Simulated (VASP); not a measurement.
Write the native input for VASP 6.6.1 that does the following.

- Task: single point
- Functional: LDA
- Potentials or basis: VASP PAW LDA potentials, release 64 (Fe, O)
- Cutoff: 520 eV
- k mesh: 12 × 12 × 12
- Occupations: fermi-dirac, width 0.05 eV
- Spin: collinear spin, ferromagnetic start
- Starting moments: [3.0, 0.0] μB
- Dipole correction: no
- Further INCAR settings: ALGO = Normal; EDIFF = 1e-06; NBANDS = 18

The structure of FeO lies in POSCAR:

```
FeO
1.0
   -1.6231861388      1.6231861388      2.1108084499
    1.6231861388     -1.6231861388      2.1108084499
    1.6231861388      1.6231861388     -2.1108084499
Fe O
1 1
Direct
    0.0000000000      0.0000000000      0.0000000000
    0.5000000000      0.5000000000      0.0000000000
```

These files were run (other wordings do the same):

INCAR

```
SYSTEM = FeO
PREC = Accurate ; ENCUT = 520
EDIFF = 1E-6 ; ISMEAR = -1
SIGMA = 0.05 ; LREAL = .FALSE.
LASPH = .TRUE. ; NELM = 150
ALGO = Normal ; ISIF = 2
LWAVE = .FALSE. ; LCHARG = .FALSE.
ISPIN = 2 ; MAGMOM = 3 0
LORBIT = 11 ; LMAXMIX = 4
GGA = CA ; NBANDS = 18
```

KPOINTS

```
Automatic mesh
0
G
  12 12 12
  0 0 0
```

Potentials or basis: VASP PAW LDA potentials, release 64 (Fe, O).

Command:

```console
$ cat potpaw_LDA.64/Fe/POTCAR potpaw_LDA.64/O/POTCAR > POTCAR
$ mpirun -np 1 vasp_std > vasp.out
```

It gave:

```yaml
Pressure: -26.4 GPa
Band_gap_on_the_k_mesh: zero (filled and empty bands overlap)
Net_moment: 4.00 μB per cell
Site_moments: Fe +3.58; O +0.31 μB
Valence_electrons_inside_the_program's_atomic_spheres: Fe 6.63; O 4.91
```

Caveat: a cell with one magnetic atom can't hold antiferromagnetic order, which such compounds often take; semilocal functionals often make such compounds metallic where correlation or magnetic order opens a gap, which also shifts bond lengths.

It took 53 s on 1 thread of AMD EPYC 9R45 96-Core Processor (Zen 5), with other jobs on the host, peak memory 0.18 GiB.
